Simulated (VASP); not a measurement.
# TePb4Se3 (P4/mmm) in VASP: further runs

Runs on TePb4Se3. Level: PBE. Tasks: single point, relaxation of cell and atoms.

Everything below comes from runs of VASP 6.6.1. Logs are shortened: lines on timing, memory, paths and dates and some standing lists are left out, and cuts for length are marked.

## (1) The cell of the first run

Symmetry: P4/mmm, No. 123, tetragonal system. Conventional cell: a = 4.414 Å, b = 4.414 Å, c = 12.486 Å, α = 90.00°, β = 90.00°, γ = 90.00°. Te (site symmetry 4/mmm) has 6 Pb at 3.12 Å within 4.1 Å. Pb (site symmetry 4/mmm) has 6 Se at 3.12 Å within 4.1 Å. Pb (site symmetry 4mm) has 5 Se at 3.12 Å and 1 Te at 3.12 Å within 4.1 Å. Pb (site symmetry 4/mmm) has 4 Te at 3.12 Å and 2 Se at 3.12 Å within 4.1 Å. Within 4.1 Å of Se (site symmetry 4mm) lie 6 Pb at 3.12 Å. Se (site symmetry 4/mmm) has 6 Pb at 3.12 Å within 4.1 Å.

## (2) Single point, PBE

The input, INCAR:

```
PREC     = Accurate       # precision mode
ENCUT    = 520            # plane-wave cutoff, eV
EDIFF    = 1E-7           # SCF threshold, eV
ISMEAR   = 0              # smearing method
SIGMA    = 0.1            # smearing width, eV
LREAL    = False          # projectors in reciprocal space
LASPH    = True           # aspherical terms in the spheres
NELM     = 80             # most SCF steps
ALGO     = Normal         # electronic algorithm
ISIF     = 2              # what is computed and relaxed
LWAVE    = False          # write WAVECAR
LCHARG   = False          # write CHGCAR
GGA      = PE             # functional
NBANDS   = 50             # bands
```

The input, KPOINTS:

```
regular mesh
0
Gamma
  4 4 2
```

The input, POSCAR:

```
TePb4Se3
1.0
    4.4143445800      0.0000000000      0.0000000000
    0.0000000000      4.4143445800      0.0000000000
    0.0000000000      0.0000000000     12.4856519600
Te Pb Se
1 4 3
Direct
    0.5000000000      0.5000000000      0.5000000000
    0.0000000000      0.0000000000      0.0000000000
    0.5000000000      0.5000000000      0.2500000000
    0.0000000000      0.0000000000      0.5000000000
    0.5000000000      0.5000000000      0.7500000000
    0.0000000000      0.0000000000      0.2500000000
    0.0000000000      0.0000000000      0.7500000000
    0.5000000000      0.5000000000      0.0000000000
```

Potentials or basis: VASP PAW PBE potentials, release 64 (Te, Pb_d, Se).

On the command line:

```
> cat potpaw_PBE.64/Te/POTCAR potpaw_PBE.64/Pb_d/POTCAR potpaw_PBE.64/Se/POTCAR > POTCAR
> mpirun -np 1 vasp_std > vasp.out
```

OUTCAR:

```text
PREC = Accurate
   ENCUT = 520
   EDIFF = 1E-7
   ISMEAR = 0
   LREAL = False
   LASPH = True
   NELM = 80
   ISIF = 2
   GGA = PE

 ion  position               nearest neighbor table
   1  0.500  0.500  0.500-   4 3.12   4 3.12   4 3.12   4 3.12   5 3.12   3 3.12
   2  0.000  0.000  0.000-   8 3.12   8 3.12   8 3.12   8 3.12   6 3.12   7 3.12
   3  0.500  0.500  0.250-   6 3.12   6 3.12   6 3.12   6 3.12   8 3.12   1 3.12
   4  0.000  0.000  0.500-   1 3.12   1 3.12   1 3.12   1 3.12   7 3.12   6 3.12
   5  0.500  0.500  0.750-   7 3.12   7 3.12   7 3.12   7 3.12   8 3.12   1 3.12
   6  0.000  0.000  0.250-   3 3.12   3 3.12   3 3.12   3 3.12   4 3.12   2 3.12
   7  0.000  0.000  0.750-   5 3.12   5 3.12   5 3.12   5 3.12   2 3.12   4 3.12
   8  0.500  0.500  0.000-   2 3.12   2 3.12   2 3.12   2 3.12   5 3.12   3 3.12

  LATTYP: Found a simple tetragonal cell.
 ALAT       =     4.4143445800
 C/A-ratio  =     2.8284271275

  Lattice vectors:

 A1 = (   4.4143445800,   0.0000000000,   0.0000000000)
 A2 = (   0.0000000000,   4.4143445800,   0.0000000000)
 A3 = (   0.0000000000,   0.0000000000,  12.4856519600)

Analysis of symmetry for initial positions (statically):
=====================================================================
 Subroutine PRICEL returns:
 Original cell was already a primitive cell.

 Routine SETGRP: Setting up the symmetry group for a
 simple tetragonal supercell.

 Subroutine GETGRP returns: Found 16 space group operations
 (whereof 16 operations were pure point group operations)
 out of a pool of 16 trial point group operations.

The static configuration has the point symmetry D_4h.

Analysis of symmetry for dynamics (positions and initial velocities):
=====================================================================
 Subroutine PRICEL returns:
 Original cell was already a primitive cell.

 Routine SETGRP: Setting up the symmetry group for a
 simple tetragonal supercell.

 Subroutine GETGRP returns: Found 16 space group operations
 (whereof 16 operations were pure point group operations)
 out of a pool of 16 trial point group operations.

The dynamic configuration has the point symmetry D_4h.

 Subroutine INISYM returns: Found 16 space group operations
 (whereof 16 operations are pure point group operations),
 and found     1 'primitive' translations

----------------------------------------------------------------------------------------

                                     Primitive cell

  volume of cell :     243.3009

  direct lattice vectors                    reciprocal lattice vectors
     4.414344580  0.000000000  0.000000000     0.226534196  0.000000000  0.000000000
     0.000000000  4.414344580  0.000000000     0.000000000  0.226534196  0.000000000
     0.000000000  0.000000000 12.485651960     0.000000000  0.000000000  0.080091933

  length of vectors
     4.414344580  4.414344580 12.485651960     0.226534196  0.226534196  0.080091933

  position of ions in fractional coordinates (direct lattice)
     0.500000000  0.500000000  0.500000000
     0.000000000  0.000000000  0.000000000
     0.500000000  0.500000000  0.250000000
     0.000000000  0.000000000  0.500000000
     0.500000000  0.500000000  0.750000000
     0.000000000  0.000000000  0.250000000
     0.000000000  0.000000000  0.750000000
     0.500000000  0.500000000  0.000000000

  ion indices of the primitive-cell ions
   primitive index   ion index
                 1           1
                 2           2
                 3           3
                 4           4
                 5           5
                 6           6
                 7           7
                 8           8

----------------------------------------------------------------------------------------

 KPOINTS: regular mesh

Automatic generation of k-mesh.
 Grid dimensions read from file:
 generate k-points for:    4    4    2

 Generating k-lattice:

  Cartesian coordinates                     Fractional coordinates (reciprocal lattice)
     0.056633549  0.000000000  0.000000000     0.250000000  0.000000000  0.000000000
     0.000000000  0.056633549  0.000000000     0.000000000  0.250000000  0.000000000
     0.000000000  0.000000000  0.040045966     0.000000000  0.000000000  0.500000000

  Length of vectors
     0.056633549  0.056633549  0.040045966

  Shift w.r.t. Gamma in fractional coordinates (k-lattice)
     0.000000000  0.000000000  0.000000000

 Subroutine IBZKPT returns following result:
 ===========================================

 Found     12 irreducible k-points:

 Following reciprocal coordinates:
            Coordinates               Weight
  0.000000  0.000000  0.000000      1.000000
  0.250000  0.000000  0.000000      4.000000
  0.500000  0.000000  0.000000      2.000000
  0.250000  0.250000  0.000000      4.000000
  0.500000  0.250000  0.000000      4.000000
  0.500000  0.500000  0.000000      1.000000
  0.000000  0.000000  0.500000      1.000000
  0.250000  0.000000  0.500000      4.000000
  0.500000  0.000000  0.500000      2.000000
  0.250000  0.250000  0.500000      4.000000
  0.500000  0.250000  0.500000      4.000000
  0.500000  0.500000  0.500000      1.000000
   k-points           NKPTS =     12   k-points in BZ     NKDIM =     12   number of bands    NBANDS=     50
   number of dos      NEDOS =    301   number of ions     NIONS =      8
   total plane-waves  NPLWV = 124416
   dimension x,y,z NGX =    36 NGY =   36 NGZ =   96
   dimension x,y,z NGXF=    72 NGYF=   72 NGZF=  192
   ions per type =               1   4   3
   NGX,Y,Z   is equivalent  to a cutoff of  13.56, 13.56, 12.78 a.u.
   NGXF,Y,Z  is equivalent  to a cutoff of  27.12, 27.12, 25.56 a.u.
 SYSTEM =  unknown system
   PREC   = accura    normal or accurate (medium, high low for compatibility)
   ISTART =      0    job   : 0-new  1-cont  2-samecut
   ICHARG =      2    charge: 1-file 2-atom 10-const
   ISPIN  =      1    spin polarized calculation?
   LNONCOLLINEAR =      F non collinear calculations
   LSORBIT =      F    spin-orbit coupling
   LASPH  =      T    aspherical Exc in radial PAW
   ENCUT  =  520.0 eV  38.22 Ry    6.18 a.u.   8.21  8.21 23.22*2*pi/ulx,y,z
   NELM   =     80;   NELMIN=  2; NELMDL= -5     # of ELM steps
   EDIFF  = 0.1E-06   stopping-criterion for ELM
   LREAL  =      F    real-space projection
   EDIFFG = 0.1E-05   stopping-criterion for IOM
   NSW    =      0    number of steps for IOM
   IBRION =     -1    ionic relax: 0-MD 1-quasi-New 2-CG
   NFREE  =      0    steps in history (QN), initial steepest desc. (CG)
   ISIF   =      2    stress and relaxation
   ISYM   =      2    0-nonsym 1-usesym 2-fastsym
   POTIM  = 0.5000    time-step for ionic-motion
   TEBEG  =    0.0;   TEEND  =   0.0 temperature during run
   PSTRESS=    0.0 pullay stress
   NELECT =      80.0000    total number of electrons
   NUPDOWN=      -1.0000    fix difference up-down
   EMIN   =  10.00;   EMAX   =-10.00  energy-range for DOS
   EFERMI =   0.00;   METHOD = LEGACY
   ISMEAR =     0;   SIGMA  =   0.10  broadening in eV -4-tet -1-fermi 0-gaus
   EFERMI_NEDOS =   21; number of points for ismear=-14 and -15
   IALGO  =     38    algorithm
   IMIX   =      4    mixing-type and parameters
     AMIX     =   0.40;   BMIX     =  1.00
     AMIX_MAG =   1.60;   BMIX_MAG =  1.00
  volume/ion in A,a.u.               =      30.41       205.23
  Fermi-wavevector in a.u.,A,eV,Ry     =   1.129944  2.135285 17.371558  1.276774
  Thomas-Fermi vector in A             =   2.266639
   LORBIT       =      0    0 simple, 1 ext, 2 COOP (PROOUT), +10 PAW based schemes
   GGA     = PE    functional components
   LHFCALC =     F    Hartree Fock is set to
   AEXX    =    0.0000 exact exchange contribution
   IVDW    =     0    specifies the selected vdW correction
   LEPSILON=     F    determine dielectric tensor
   LRPA    =     F    only Hartree local field effects (RPA)
 non-spin polarized calculation
 Gauss-broadening in eV      SIGMA  =   0.10
  energy-cutoff  :      520.00
  volume of cell :      243.30
 maximum number of plane-waves:      6576
 NGX is ok and might be reduce to    36
   NGX = 17   NGY = 17   NGZ = 47

 number of electron      79.9999974 magnetization

 Free energy of the ion-electron system (eV)
  ---------------------------------------------------
  ext. energy  EPLUGINS =         0.00000000
  ---------------------------------------------------
  free energy    TOTEN  =       -31.83728540 eV

  energy without entropy =      -31.83531004  energy(sigma->0) =      -31.83629772

 E-fermi :   5.1642     XC(G=0):  -9.3928

 val. band max:        5.0453862984   @ k =   0.5000   0.0000   0.0000
 cond. band min:       5.2785244003   @ k =   0.5000   0.0000   0.0000
 fundamental gap:      0.2331381019
 Fermi energy:         5.1642009720

 k-point     1 :       0.0000    0.0000    0.0000
  band No.  band energies     occupation
      1     -11.8612      2.00000
      2     -11.8041      2.00000
      3     -11.7966      2.00000
      4     -11.7924      2.00000
      5     -11.7901      2.00000
      6     -11.7667      2.00000
[... 42 lines left out ...]
     49       9.5376      0.00000
     50       9.6556      0.00000

 k-point     2 :       0.2500    0.0000    0.0000
  band No.  band energies     occupation
      1     -11.8364      2.00000
      2     -11.8070      2.00000
      3     -11.7946      2.00000
      4     -11.7891      2.00000
      5     -11.7767      2.00000
      6     -11.7652      2.00000
[... 42 lines left out ...]
     49       8.4901      0.00000
     50       8.9574      0.00000

 k-point     3 :       0.5000    0.0000    0.0000
  band No.  band energies     occupation
      1     -11.8212      2.00000
      2     -11.7982      2.00000
      3     -11.7959      2.00000
      4     -11.7877      2.00000
      5     -11.7729      2.00000
      6     -11.7726      2.00000
[... 466 lines left out ...]
     49       9.2919      0.00000
     50       9.3142      0.00000

 k-point    12 :       0.5000    0.5000    0.5000
  band No.  band energies     occupation
      1     -11.8892      2.00000
      2     -11.8344      2.00000
      3     -11.8314      2.00000
      4     -11.8310      2.00000
      5     -11.7749      2.00000
      6     -11.7749      2.00000
[... 42 lines left out ...]
     49      10.4801      0.00000
     50      10.4975      0.00000

------------------------ aborting loop because EDIFF is reached ----------------------------------------

  FORCE on cell =-STRESS in cart. coord.  units (eV):
  Direction    XX          YY          ZZ          XY          YZ          ZX
  --------------------------------------------------------------------------------------
  -------------------------------------------------------------------------------------
  Total        2.5289182      2.5289182      2.4807555      0.0000000      0.0000000      0.0000000
  in kB       16.6533529     16.6533529     16.3361930      0.0000000      0.0000000      0.0000000
  external PRESSURE =      16.5476330 kB  Pullay stress =       0.0000000 kB

 VOLUME and BASIS-vectors are now :
 -----------------------------------------------------------------------------
  energy-cutoff  :      520.00
  volume of cell :      243.30
      direct lattice vectors                 reciprocal lattice vectors
     4.414344580  0.000000000  0.000000000     0.226534196  0.000000000  0.000000000
     0.000000000  4.414344580  0.000000000     0.000000000  0.226534196  0.000000000
     0.000000000  0.000000000 12.485651960     0.000000000  0.000000000  0.080091933

 POSITION                                       TOTAL-FORCE (eV/Angst)
 -----------------------------------------------------------------------------------
      2.20717      2.20717      6.24283         0.000000      0.000000      0.000000
      0.00000      0.00000      0.00000         0.000000      0.000000      0.000000
      2.20717      2.20717      3.12141        -0.000000      0.000000     -0.448191
      0.00000      0.00000      6.24283         0.000000      0.000000      0.000000
      2.20717      2.20717      9.36424         0.000000     -0.000000      0.448191
      0.00000      0.00000      3.12141         0.000000      0.000000      0.018529
      0.00000      0.00000      9.36424        -0.000000      0.000000     -0.018529
      2.20717      2.20717      0.00000         0.000000      0.000000      0.000000
 -----------------------------------------------------------------------------------
    total drift:                                0.000000      0.000000      0.000000

  FREE ENERGIE OF THE ION-ELECTRON SYSTEM (eV)
  ---------------------------------------------------
  free  energy   TOTEN  =       -31.8372853956 eV

  energy  without entropy=      -31.8353100382  energy(sigma->0) =      -31.83629772
```

Run time: 1.8 min. Hardware: 1 thread of AMD EPYC 9R45 (Zen 5), shared host; peak memory 0.38 GiB.

What came out:

- Free energy: -31.8373 eV
- Pressure: 1.7 GPa
- Largest force: 0.448 eV/Å
- Band gap on the k mesh: 0.23 eV, direct

Forces in eV/Å, atoms in the order of the input:
```
Te   0.000  0.000  0.000
Pb   0.000  0.000  0.000
Pb   0.000  0.000 -0.448
Pb   0.000  0.000  0.000
Pb   0.000  0.000  0.448
Se   0.000  0.000  0.019
Se   0.000  0.000 -0.019
Se   0.000  0.000  0.000
```

Caveat: spin-orbit coupling is left out, which moves the levels of the heavy elements.

[end of part 1 of 2]
